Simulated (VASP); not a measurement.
# Ag in VASP: further runs

Runs on Ag. Level: PBE. Tasks: electric field gradients.

All numbers are computed with VASP 6.6.1; they aren't measurements. Logs are shortened: lines on timing, memory, paths and dates and some standing lists are left out, and cuts for length are marked.

### 1 The cell of the first run

Symmetry: I4/mmm, No. 139, tetragonal system. The conventional cell has a = 2.976 Å, b = 2.976 Å, c = 4.086 Å, α = 90.00°, β = 90.00°, γ = 90.00°. Within 3.9 Å of Ag (site symmetry 4/mmm) lie 12 Ag at 2.93 to 2.98 Å.

### 2 Electric field gradients, PBE (equal xx and yy strain of +3 %)

Input file INCAR:

```
ALGO = Normal
EDIFF = 1E-8
ENCUT = 400
GGA = PE
GGA_COMPAT = False
ISIF = 2
ISMEAR = -1
LASPH = True
LCHARG = False
LEFG = True
LREAL = False
LWAVE = False
NBANDS = 12
NELM = 120
PREC = Accurate
SIGMA = 0.05
```

Input file KPOINTS:

```
k-points
0
Gamma
  15 15 15
```

Input file POSCAR:

```
Ag
1.0
    0.0000000000      2.1043930000      2.0431000000
    2.1043930000      0.0000000000      2.0431000000
    2.1043930000      2.1043930000      0.0000000000
Ag
1
Direct
    0.0000000000      0.0000000000      0.0000000000
```

Potentials or basis: VASP PAW PBE potentials, release 64 (Ag).

Run with:

```sh
$ cat potpaw_PBE.64/Ag/POTCAR > POTCAR
$ mpirun -np 1 vasp_std > vasp.out
```

OUTCAR:

```text
EDIFF = 1E-8
   ENCUT = 400
   GGA = PE
   ISIF = 2
   ISMEAR = -1
   LASPH = True
   LREAL = False
   NELM = 120
   PREC = Accurate

 ion  position               nearest neighbor table
   1  0.000  0.000  0.000-

  LATTYP: Found a body centered tetragonal cell.
 ALAT       =     2.9760611212
 C/A-ratio  =     1.3730228761

  Lattice vectors:

 A1 = (   0.0000000000,  -2.1043930000,  -2.0431000000)
 A2 = (   0.0000000000,   2.1043930000,  -2.0431000000)
 A3 = (   2.1043930000,   0.0000000000,   2.0431000000)

Analysis of symmetry for initial positions (statically):
=====================================================================
 Subroutine PRICEL returns:
 Original cell was already a primitive cell.

 Routine SETGRP: Setting up the symmetry group for a
 body centered tetragonal supercell.

 Subroutine GETGRP returns: Found 16 space group operations
 (whereof 16 operations were pure point group operations)
 out of a pool of 16 trial point group operations.

The static configuration has the point symmetry D_4h.

Analysis of symmetry for dynamics (positions and initial velocities):
=====================================================================
 Subroutine PRICEL returns:
 Original cell was already a primitive cell.

 Routine SETGRP: Setting up the symmetry group for a
 body centered tetragonal supercell.

 Subroutine GETGRP returns: Found 16 space group operations
 (whereof 16 operations were pure point group operations)
 out of a pool of 16 trial point group operations.

The dynamic configuration has the point symmetry D_4h.

 Subroutine INISYM returns: Found 16 space group operations
 (whereof 16 operations are pure point group operations),
 and found     1 'primitive' translations

----------------------------------------------------------------------------------------

                                     Primitive cell

  volume of cell :      18.0956

  direct lattice vectors                    reciprocal lattice vectors
     0.000000000  2.104393000  2.043100000    -0.237598205  0.237598205  0.244726151
     2.104393000  0.000000000  2.043100000     0.237598205 -0.237598205  0.244726151
     2.104393000  2.104393000  0.000000000     0.237598205  0.237598205 -0.244726151

  length of vectors
     2.933040659  2.933040659  2.976061121     0.415688229  0.415688229  0.415688229

  position of ions in fractional coordinates (direct lattice)
     0.000000000  0.000000000  0.000000000

  ion indices of the primitive-cell ions
   primitive index   ion index
                 1           1

----------------------------------------------------------------------------------------

 KPOINTS: k-points

Automatic generation of k-mesh.
 Grid dimensions read from file:
 generate k-points for:   15   15   15

 Generating k-lattice:

  Cartesian coordinates                     Fractional coordinates (reciprocal lattice)
    -0.015839880  0.015839880  0.016315077     0.066666667  0.000000000  0.000000000
     0.015839880 -0.015839880  0.016315077     0.000000000  0.066666667  0.000000000
     0.015839880  0.015839880 -0.016315077    -0.000000000 -0.000000000  0.066666667

  Length of vectors
     0.027712549  0.027712549  0.027712549

  Shift w.r.t. Gamma in fractional coordinates (k-lattice)
     0.000000000  0.000000000  0.000000000

 Subroutine IBZKPT returns following result:
 ===========================================

 Found    288 irreducible k-points:

 Following reciprocal coordinates:
            Coordinates               Weight
  0.000000  0.000000  0.000000      1.000000
  0.066667 -0.000000  0.000000      8.000000
  0.133333  0.000000  0.000000      8.000000
  0.200000 -0.000000  0.000000      8.000000
  0.266667  0.000000  0.000000      8.000000
  0.333333  0.000000  0.000000      8.000000
[... 16 lines left out ...]
  0.133333  0.133333  0.000000      2.000000
  0.200000  0.133333  0.000000      8.000000
 [... further k-points ...]
   k-points           NKPTS =    288   k-points in BZ     NKDIM =    288   number of bands    NBANDS=     12
   number of dos      NEDOS =    301   number of ions     NIONS =      1
   total plane-waves  NPLWV =   8000
   dimension x,y,z NGX =    20 NGY =   20 NGZ =   20
   dimension x,y,z NGXF=    40 NGYF=   40 NGZF=   40
   ions per type =               1
   NGX,Y,Z   is equivalent  to a cutoff of  11.34, 11.34, 11.17 a.u.
   NGXF,Y,Z  is equivalent  to a cutoff of  22.67, 22.67, 22.34 a.u.
 SYSTEM =  unknown system
   PREC   = accura    normal or accurate (medium, high low for compatibility)
   ISTART =      0    job   : 0-new  1-cont  2-samecut
   ICHARG =      2    charge: 1-file 2-atom 10-const
   ISPIN  =      1    spin polarized calculation?
   LNONCOLLINEAR =      F non collinear calculations
   LSORBIT =      F    spin-orbit coupling
   LASPH  =      T    aspherical Exc in radial PAW
   ENCUT  =  400.0 eV  29.40 Ry    5.42 a.u.   4.78  4.78  4.85*2*pi/ulx,y,z
   NELM   =    120;   NELMIN=  2; NELMDL= -5     # of ELM steps
   EDIFF  = 0.1E-07   stopping-criterion for ELM
   LREAL  =      F    real-space projection
   EDIFFG = 0.1E-06   stopping-criterion for IOM
   NSW    =      0    number of steps for IOM
   IBRION =     -1    ionic relax: 0-MD 1-quasi-New 2-CG
   NFREE  =      0    steps in history (QN), initial steepest desc. (CG)
   ISIF   =      2    stress and relaxation
   ISYM   =      2    0-nonsym 1-usesym 2-fastsym
   POTIM  = 0.5000    time-step for ionic-motion
   TEBEG  =    0.0;   TEEND  =   0.0 temperature during run
   PSTRESS=    0.0 pullay stress
   NELECT =      11.0000    total number of electrons
   NUPDOWN=      -1.0000    fix difference up-down
   EMIN   =  10.00;   EMAX   =-10.00  energy-range for DOS
   EFERMI =   0.00;   METHOD = LEGACY
   ISMEAR =    -1;   SIGMA  =   0.05  broadening in eV -4-tet -1-fermi 0-gaus
   EFERMI_NEDOS =   21; number of points for ismear=-14 and -15
   IALGO  =     38    algorithm
   IMIX   =      4    mixing-type and parameters
     AMIX     =   0.40;   BMIX     =  1.00
     AMIX_MAG =   1.60;   BMIX_MAG =  1.00
  volume/ion in A,a.u.               =      18.10       122.12
  Fermi-wavevector in a.u.,A,eV,Ry     =   1.386803  2.620677 26.167013  1.923221
  Thomas-Fermi vector in A             =   2.511084
   LORBIT       =      0    0 simple, 1 ext, 2 COOP (PROOUT), +10 PAW based schemes
   GGA     = PE    functional components
   LHFCALC =     F    Hartree Fock is set to
   AEXX    =    0.0000 exact exchange contribution
   IVDW    =     0    specifies the selected vdW correction
   LEPSILON=     F    determine dielectric tensor
   LRPA    =     F    only Hartree local field effects (RPA)
 non-spin polarized calculation
  energy-cutoff  :      400.00
  volume of cell :       18.10
 maximum number of plane-waves:       339
   NGX =  9   NGY =  9   NGZ =  9

 number of electron      10.9999995 magnetization

 Free energy of the ion-electron system (eV)
  ---------------------------------------------------
  ext. energy  EPLUGINS =         0.00000000
  ---------------------------------------------------
  free energy    TOTEN  =        -2.71410535 eV

  energy without entropy =       -2.71088865  energy(sigma->0) =       -2.71249700

 E-fermi :   7.7480     XC(G=0): -11.8582

 val. band max:        7.7475310838   @ k =  -0.4000   0.1333   0.0000
 cond. band min:       7.7835594826   @ k =  -0.3333   0.2000   0.0667
 fundamental gap:      0.0360283987
 Fermi energy:         7.7479755359

 k-point     1 :       0.0000    0.0000    0.0000
  band No.  band energies     occupation
      1       0.2895      2.00000
      2       2.9744      2.00000
      3       2.9744      2.00000
      4       3.1405      2.00000
      5       3.8705      2.00000
      6       4.0384      2.00000
      7      23.5274      0.00000
      8      26.6356      0.00000
      9      26.6356      0.00000
     10      26.9574      0.00000
     11      31.4079      0.00000
     12      31.9898      0.00000

 k-point     2 :       0.0667   -0.0000    0.0000
  band No.  band energies     occupation
      1       0.4218      2.00000
      2       2.9659      2.00000
      3       3.0093      2.00000
      4       3.1555      2.00000
      5       3.8612      2.00000
      6       4.0226      2.00000
      7      23.5106      0.00000
      8      25.6090      0.00000
      9      26.6656      0.00000
     10      26.8827      0.00000
     11      31.2086      0.00000
     12      32.0486      0.00000
[... 316 lines left out ...]
 k-point    24 :       0.2000    0.1333    0.0000
  band No.  band energies     occupation
      1       1.4085      2.00000
      2       2.7510      2.00000
      3       3.3302      2.00000
      4       3.3377      2.00000
      5       3.8058      2.00000
      6       4.0692      2.00000
      7      22.1453      0.00000
      8      23.8684      0.00000
      9      23.9854      0.00000
     10      25.7393      0.00000
     11      29.3810      0.00000
     12      32.1063      0.00000

 [... further k-points ...]
[... 5 lines left out ...]
  --------------------------------------------------------------------------------------
  -------------------------------------------------------------------------------------
  Total       -0.1979750     -0.1979750     -0.1767669      0.0000000      0.0000000     -0.0000000
  in kB      -17.5286130    -17.5286130    -15.6508642      0.0000000      0.0000000     -0.0000000
  external PRESSURE =     -16.9026967 kB  Pullay stress =       0.0000000 kB

 VOLUME and BASIS-vectors are now :
 -----------------------------------------------------------------------------
  energy-cutoff  :      400.00
  volume of cell :       18.10
      direct lattice vectors                 reciprocal lattice vectors
     0.000000000  2.104393000  2.043100000    -0.237598205  0.237598205  0.244726151
     2.104393000  0.000000000  2.043100000     0.237598205 -0.237598205  0.244726151
     2.104393000  2.104393000  0.000000000     0.237598205  0.237598205 -0.244726151

 POSITION                                       TOTAL-FORCE (eV/Angst)
 -----------------------------------------------------------------------------------
      0.00000      0.00000      0.00000        -0.000000      0.000000      0.000000
 -----------------------------------------------------------------------------------
    total drift:                                0.000000     -0.000000     -0.000000

  FREE ENERGIE OF THE ION-ELECTRON SYSTEM (eV)
  ---------------------------------------------------
  free  energy   TOTEN  =        -2.7141053450 eV

  energy  without entropy=       -2.7108886462  energy(sigma->0) =       -2.71249700

 Electric field gradients (V/A^2)
---------------------------------------------------------------------
 ion       V_xx      V_yy      V_zz      V_xy      V_xz      V_yz
---------------------------------------------------------------------
   1      -0.590    -0.590     1.181     0.001    -0.000    -0.000
---------------------------------------------------------------------

 Electric field gradients after diagonalization (V/A^2)
 (convention: |V_zz| > |V_xx| > |V_yy|)
----------------------------------------------------------------------
 ion       V_xx      V_yy      V_zz     asymmetry (V_yy - V_xx)/ V_zz
----------------------------------------------------------------------
   1      -0.591    -0.589     1.181       0.002
----------------------------------------------------------------------

           NMR quadrupolar parameters

 Cq : quadrupolar parameter    Cq=e*Q*V_zz/h
 eta: asymmetry parameters     (V_yy - V_xx)/ V_zz
 Q  : nuclear electric quadrupole moment in mb (millibarn)
----------------------------------------------------------------------
 ion       Cq(MHz)       eta       Q (mb)
----------------------------------------------------------------------
   1       0.003       0.002       1.000
----------------------------------------------------------------------
```

Run time: 27 s. Hardware: 1 thread of Intel Xeon 6975P-C, shared host; peak memory 0.16 GiB.

Results:

- Free energy: -2.7141 eV
- Pressure: -1.7 GPa

Stress tensor (GPa, compression positive):
```
-1.75  0.00  0.00
 0.00 -1.75  0.00
 0.00  0.00 -1.57
```

Electric field gradients, principal values (V/Å²):
| atom | least | middle | greatest (by size) |
| --- | --- | --- | --- |
| 1 Ag | -0.589 | -0.591 | 1.181 |

Caveat: the cell differs from its parent crystal (equal xx and yy strain of +3 %); without QUAD_EFG the Cq values of the log hold for a quadrupole moment of 1 mb, not for the nuclei.

(Continued in part 2 of 2.)
